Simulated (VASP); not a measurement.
Na, 1 atom in the cell. The cell holds a sublattice, 1 atom: a = 8.582 Å, b = 8.582 Å, c = 8.582 Å, α = 60.00°, β = 60.00°, γ = 60.00°. 

| Property | Result |
| --- | --- |
| Program | VASP 6.6.1 |
| Task | single point |
| Functional | PBE |
| Potentials or basis | VASP PAW PBE potentials, release 64 (Na_pv) |
| Cutoff | 400 eV |
| k mesh | 4 × 4 × 4 |
| Occupations | gaussian, width 0.1 eV |
| Spin | no spin polarisation |
| Dipole correction | no |
| Further INCAR settings | ALGO = Normal; EDIFF = 1e-06; NBANDS = 10 |

Potentials or basis: VASP PAW PBE potentials, release 64 (Na_pv).

Command:

```console
$ cat potpaw_PBE.64/Na_pv/POTCAR > POTCAR
$ mpirun -np 1 vasp_std > vasp.out
```

Hardware: 1 thread of Intel(R) Xeon(R) Platinum 8488C (Sapphire Rapids), with other jobs on the host.

Q: Estimate the wall time of this run.

A: It took 26 s on 1 thread of Intel(R) Xeon(R) Platinum 8488C (Sapphire Rapids) (shared host), peak memory 0.4 GiB. Counts: scf iterations 12, k points 8.
